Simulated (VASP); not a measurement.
# TiTe (P6_3/mmc) in VASP: further runs, part 2 of 3

VASP 6.6.1.

## 3. Single point, PBEsol (volume scaled by 0.97, then relaxed in part)

INCAR reads:

```
PREC = Accurate ; ENCUT = 520
EDIFF = 1E-7 ; ISMEAR = 0
SIGMA = 0.1 ; LREAL = F
LASPH = T ; NELM = 100
ALGO = Normal ; ISIF = 2
LWAVE = F ; LCHARG = F
GGA = PS ; NBANDS = 26
```

KPOINTS reads:

```
Automatic mesh
0
Gamma
  12 12 8
```

POSCAR reads:

```
TiTe
1.0
    3.5609615859      0.0000000000      0.0000000000
   -1.7804807930      3.0838831953      0.0000000000
    0.0000000000      0.0000000000      7.2010436455
Ti Te
2 2
Direct
    0.0000000000      0.0000000000      0.0000000000
    0.0000000000      0.0000000000      0.5000000000
    0.3333333333      0.6666666667      0.2500000000
    0.6666666667      0.3333333333      0.7500000000
```

Potentials or basis: VASP PAW PBE potentials, release 64 (Ti_sv, Te).

On the command line:

```bash
> cat potpaw_PBE.64/Ti_sv/POTCAR potpaw_PBE.64/Te/POTCAR > POTCAR
> mpirun -np 1 vasp_std > vasp.out
```

OUTCAR:

```text
PREC = Accurate
   ENCUT = 520
   EDIFF = 1E-7
   ISMEAR = 0
   LREAL = F
   LASPH = T
   NELM = 100
   ISIF = 2
   GGA = PS

 ion  position               nearest neighbor table
   1  0.000  0.000  0.000-   3 2.73   4 2.73   4 2.73   3 2.73   4 2.73   3 2.73
   2  0.000  0.000  0.500-   3 2.73   4 2.73   4 2.73   3 2.73   4 2.73   3 2.73
   3  0.333  0.667  0.250-   1 2.73   2 2.73   1 2.73   2 2.73   1 2.73   2 2.73
   4  0.667  0.333  0.750-   1 2.73   2 2.73   1 2.73   2 2.73   1 2.73   2 2.73

  LATTYP: Found a hexagonal cell.
 ALAT       =     3.5609615859
 C/A-ratio  =     2.0222188507

  Lattice vectors:

 A1 = (   3.5609615859,   0.0000000000,   0.0000000000)
 A2 = (  -1.7804807930,   3.0838831953,   0.0000000000)
 A3 = (   0.0000000000,   0.0000000000,   7.2010436455)

Analysis of symmetry for initial positions (statically):
=====================================================================
 Subroutine PRICEL returns:
 Original cell was already a primitive cell.

 Routine SETGRP: Setting up the symmetry group for a
 hexagonal supercell.

 Subroutine GETGRP returns: Found 24 space group operations
 (whereof 12 operations were pure point group operations)
 out of a pool of 24 trial point group operations.

The static configuration has the point symmetry D_3d.
 The point group associated with its full space group is D_6h.

Analysis of symmetry for dynamics (positions and initial velocities):
=====================================================================
 Subroutine PRICEL returns:
 Original cell was already a primitive cell.

 Routine SETGRP: Setting up the symmetry group for a
 hexagonal supercell.

 Subroutine GETGRP returns: Found 24 space group operations
 (whereof 12 operations were pure point group operations)
 out of a pool of 24 trial point group operations.

The dynamic configuration has the point symmetry D_3d.
 The point group associated with its full space group is D_6h.

 Subroutine INISYM returns: Found 24 space group operations
 (whereof 12 operations are pure point group operations),
 and found     1 'primitive' translations

----------------------------------------------------------------------------------------

                                     Primitive cell

  volume of cell :      79.0789

  direct lattice vectors                    reciprocal lattice vectors
     3.560961586  0.000000000  0.000000000     0.280823024  0.162133248  0.000000000
    -1.780480793  3.083883195  0.000000000     0.000000000  0.324266497  0.000000000
     0.000000000  0.000000000  7.201043646     0.000000000  0.000000000  0.138868760

  length of vectors
     3.560961586  3.560961586  7.201043646     0.324266497  0.324266497  0.138868760

  position of ions in fractional coordinates (direct lattice)
     0.000000000  0.000000000  0.000000000
     0.000000000  0.000000000  0.500000000
     0.333333333  0.666666667  0.250000000
     0.666666667  0.333333333  0.750000000

  ion indices of the primitive-cell ions
   primitive index   ion index
                 1           1
                 2           2
                 3           3
                 4           4

[... 21 lines left out ...]
 Subroutine IBZKPT returns following result:
 ===========================================

 Found     95 irreducible k-points:

 Following reciprocal coordinates:
            Coordinates               Weight
  0.000000  0.000000  0.000000      1.000000
  0.083333 -0.000000  0.000000      6.000000
  0.166667  0.000000  0.000000      6.000000
  0.250000 -0.000000  0.000000      6.000000
  0.333333  0.000000  0.000000      6.000000
  0.416667 -0.000000  0.000000      6.000000
[... 16 lines left out ...]
  0.250000 -0.000000  0.125000     12.000000
  0.333333  0.000000  0.125000     12.000000
 [... further k-points ...]
   k-points           NKPTS =     95   k-points in BZ     NKDIM =     95   number of bands    NBANDS=     26
   number of dos      NEDOS =    301   number of ions     NIONS =      4
   total plane-waves  NPLWV =  42336
   dimension x,y,z NGX =    28 NGY =   28 NGZ =   54
   dimension x,y,z NGXF=    56 NGYF=   56 NGZF=  108
   ions per type =               2   2
   NGX,Y,Z   is equivalent  to a cutoff of  13.07, 13.07, 12.47 a.u.
   NGXF,Y,Z  is equivalent  to a cutoff of  26.14, 26.14, 24.93 a.u.
 SYSTEM =  unknown system
   PREC   = accura    normal or accurate (medium, high low for compatibility)
   ISTART =      0    job   : 0-new  1-cont  2-samecut
   ICHARG =      2    charge: 1-file 2-atom 10-const
   ISPIN  =      1    spin polarized calculation?
   LNONCOLLINEAR =      F non collinear calculations
   LSORBIT =      F    spin-orbit coupling
   LASPH  =      T    aspherical Exc in radial PAW
   ENCUT  =  520.0 eV  38.22 Ry    6.18 a.u.   6.62  6.62 13.39*2*pi/ulx,y,z
   NELM   =    100;   NELMIN=  2; NELMDL= -5     # of ELM steps
   EDIFF  = 0.1E-06   stopping-criterion for ELM
   LREAL  =      F    real-space projection
   EDIFFG = 0.1E-05   stopping-criterion for IOM
   NSW    =      0    number of steps for IOM
   IBRION =     -1    ionic relax: 0-MD 1-quasi-New 2-CG
   NFREE  =      0    steps in history (QN), initial steepest desc. (CG)
   ISIF   =      2    stress and relaxation
   ISYM   =      2    0-nonsym 1-usesym 2-fastsym
   POTIM  = 0.5000    time-step for ionic-motion
   TEBEG  =    0.0;   TEEND  =   0.0 temperature during run
   PSTRESS=    0.0 pullay stress
   NELECT =      36.0000    total number of electrons
   NUPDOWN=      -1.0000    fix difference up-down
   EMIN   =  10.00;   EMAX   =-10.00  energy-range for DOS
   EFERMI =   0.00;   METHOD = LEGACY
   ISMEAR =     0;   SIGMA  =   0.10  broadening in eV -4-tet -1-fermi 0-gaus
   EFERMI_NEDOS =   21; number of points for ismear=-14 and -15
   IALGO  =     38    algorithm
   IMIX   =      4    mixing-type and parameters
     AMIX     =   0.40;   BMIX     =  1.00
     AMIX_MAG =   1.60;   BMIX_MAG =  1.00
  volume/ion in A,a.u.               =      19.77       133.41
  Fermi-wavevector in a.u.,A,eV,Ry     =   1.259376  2.379876 21.579223  1.586028
  Thomas-Fermi vector in A             =   2.392939
   LORBIT       =      0    0 simple, 1 ext, 2 COOP (PROOUT), +10 PAW based schemes
   GGA     = PS    functional components
   LHFCALC =     F    Hartree Fock is set to
   AEXX    =    0.0000 exact exchange contribution
   IVDW    =     0    specifies the selected vdW correction
   LEPSILON=     F    determine dielectric tensor
   LRPA    =     F    only Hartree local field effects (RPA)
 non-spin polarized calculation
 Gauss-broadening in eV      SIGMA  =   0.10
  energy-cutoff  :      520.00
  volume of cell :       79.08
 maximum number of plane-waves:      2163
 NGX is ok and might be reduce to    28
   NGX = 13   NGY = 13   NGZ = 27

 number of electron      35.9999993 magnetization

 Free energy of the ion-electron system (eV)
  ---------------------------------------------------
  ext. energy  EPLUGINS =         0.00000000
  ---------------------------------------------------
  free energy    TOTEN  =       -26.46855534 eV

  energy without entropy =      -26.45586826  energy(sigma->0) =      -26.46221180

 E-fermi :  10.3646     XC(G=0): -11.3670

 val. band max:       10.3604851766   @ k =   0.0833  -0.0000   0.2500
 cond. band min:      10.3684200658   @ k =   0.3333   0.2500   0.0000
 fundamental gap:      0.0079348892
 Fermi energy:        10.3645636972

 k-point     1 :       0.0000    0.0000    0.0000
  band No.  band energies     occupation
      1     -46.6158      2.00000
      2     -46.6123      2.00000
      3     -23.1175      2.00000
      4     -23.0500      2.00000
      5     -22.9760      2.00000
      6     -22.9760      2.00000
[... 685 lines left out ...]
     25      13.0816      0.00000
     26      14.2361      0.00000

 [... further k-points ...]

------------------------ aborting loop because EDIFF is reached ----------------------------------------

  FORCE on cell =-STRESS in cart. coord.  units (eV):
  Direction    XX          YY          ZZ          XY          YZ          ZX
  --------------------------------------------------------------------------------------
  -------------------------------------------------------------------------------------
  Total        1.5796710      1.5796710      1.5973467     -0.0000000     -0.0000000      0.0000000
  in kB       32.0049069     32.0049069     32.3630252     -0.0000000     -0.0000000      0.0000000
  external PRESSURE =      32.1242797 kB  Pullay stress =       0.0000000 kB

 VOLUME and BASIS-vectors are now :
 -----------------------------------------------------------------------------
  energy-cutoff  :      520.00
  volume of cell :       79.08
      direct lattice vectors                 reciprocal lattice vectors
     3.560961586  0.000000000  0.000000000     0.280823024  0.162133248  0.000000000
    -1.780480793  3.083883195  0.000000000     0.000000000  0.324266497  0.000000000
     0.000000000  0.000000000  7.201043646     0.000000000  0.000000000  0.138868760

 POSITION                                       TOTAL-FORCE (eV/Angst)
 -----------------------------------------------------------------------------------
      0.00000      0.00000      0.00000        -0.000000      0.000000     -0.000000
      0.00000      0.00000      3.60052        -0.000000      0.000000     -0.000000
     -0.00000      2.05592      1.80026         0.000000      0.000000     -0.000000
      1.78048      1.02796      5.40078        -0.000000      0.000000      0.000000
 -----------------------------------------------------------------------------------
    total drift:                               -0.000000      0.000000      0.000000

  FREE ENERGIE OF THE ION-ELECTRON SYSTEM (eV)
  ---------------------------------------------------
  free  energy   TOTEN  =       -26.4685553354 eV

  energy  without entropy=      -26.4558682581  energy(sigma->0) =      -26.46221180
```

OSZICAR:

```text
N       E                     dE             d eps       ncg     rms          rms(c)
DAV:   1     0.379279159602E+03    0.37928E+03   -0.16976E+04  4940   0.145E+03
DAV:   2     0.125672771701E+02   -0.36671E+03   -0.35761E+03  4978   0.425E+02
DAV:   3    -0.262235898035E+02   -0.38791E+02   -0.38068E+02  8068   0.123E+02
DAV:   4    -0.289592633282E+02   -0.27357E+01   -0.27171E+01  7118   0.278E+01
DAV:   5    -0.290876585058E+02   -0.12840E+00   -0.12834E+00  7078   0.498E+00    0.154E+01
DAV:   6    -0.267227197538E+02    0.23649E+01   -0.18324E+01  6476   0.341E+01    0.590E+00
DAV:   7    -0.265060987325E+02    0.21662E+00   -0.24163E+00  5876   0.131E+01    0.396E+00
DAV:   8    -0.264681357134E+02    0.37963E-01   -0.22033E-01  5922   0.346E+00    0.500E-01
DAV:   9    -0.264682028670E+02   -0.67154E-04   -0.15778E-02  7574   0.963E-01    0.374E-01
DAV:  10    -0.264688109003E+02   -0.60803E-03   -0.42514E-03  6396   0.624E-01    0.185E-01
DAV:  11    -0.264685606739E+02    0.25023E-03   -0.17838E-03  6152   0.379E-01    0.444E-02
DAV:  12    -0.264685574337E+02    0.32402E-05   -0.60380E-05  6674   0.543E-02    0.215E-02
DAV:  13    -0.264685552577E+02    0.21760E-05   -0.15791E-05  6280   0.308E-02    0.474E-03
DAV:  14    -0.264685552807E+02   -0.23001E-07   -0.15423E-06  5916   0.114E-02    0.193E-03
DAV:  15    -0.264685553354E+02   -0.54742E-07   -0.70652E-08  3888   0.259E-03
   1 F= -.26468555E+02 E0= -.26462212E+02  d E =-.126871E-01
```

It took 4.3 min on 1 thread of AMD EPYC 7R43 (Zen 3), shared host; peak memory 0.28 GiB.

Results:

* Free energy: -26.4686 eV
* Pressure: 3.2 GPa
* Band gap on the k mesh: zero (band 18 reaches 10.56 eV, above the bottom of band 19 at 10.32 eV)

Caveat: the cell differs from its parent crystal (volume scaled by 0.97, then relaxed in part); the PAW data sets were made with another functional, which shifts forces and pressure a little; spin-orbit coupling is left out, which moves the levels of the heavy elements.

## 4. Single point, PBEsol

This run uses another cell than the first one, of 20.38 Å³/atom, 1.064 times its volume.

INCAR reads:

```
SYSTEM = TiTe
ALGO = Normal ; EDIFF = 1E-7
ENCUT = 520 ; GGA = PS
ISIF = 2 ; ISMEAR = 0
LASPH = .TRUE. ; LCHARG = .FALSE.
LREAL = .FALSE. ; LWAVE = .FALSE.
NBANDS = 26 ; NELM = 100
PREC = Accurate ; SIGMA = 0.1
```

KPOINTS reads:

```
k-points
0
G
  12 12 8
  0 0 0
```

POSCAR reads:

```
TiTe
1.0
    3.6099805599      0.0000000000      0.0000000000
   -1.8049902799      3.1263348720      0.0000000000
    0.0000000000      0.0000000000      7.2235146843
Ti Te
2 2
Direct
    0.0000000000      0.0000000000      0.0000000000
    0.0000000000      0.0000000000      0.5000000000
    0.3333333333      0.6666666667      0.2500000000
    0.6666666667      0.3333333333      0.7500000000
```

On the command line:

```bash
> cat potpaw_PBE.64/Ti_sv/POTCAR potpaw_PBE.64/Te/POTCAR > POTCAR
> mpirun -np 1 vasp_std > vasp.out
```

Run time: 4 min. Hardware: 1 thread of AMD EPYC 7R43 (Zen 3), shared host; peak memory 0.28 GiB.

It converged, with:

```
Free energy            : -26.4937 eV
Pressure               : 0.1 GPa
Band gap on the k mesh : zero (band 18 reaches 10.14 eV, above the bottom of band 19 at 9.93 eV)
```

Levels at points of the mesh, in eV from the Fermi level:
| k point | band 16 | band 17 | band 18 | band 19 | band 20 | band 21 |
| --- | --- | --- | --- | --- | --- | --- |
| (0.00, 0.00, 0.00) | -0.14 | -0.14 | 0.01 | 0.01 | 0.20 | 0.20 |
| (0.50, 0.00, 0.00) | -1.97 | -1.63 | -0.87 | 0.44 | 1.32 | 1.44 |
| (0.00, 0.00, 0.50) | -1.82 | 0.02 | 0.02 | 0.29 | 0.29 | 0.29 |
| (0.50, 0.00, 0.50) | -2.72 | -1.13 | -1.13 | 1.37 | 1.37 | 1.39 |

Caveat: the PAW data sets were made with another functional, which shifts forces and pressure a little; spin-orbit coupling is left out, which moves the levels of the heavy elements.

(Continued in part 3 of 3.)
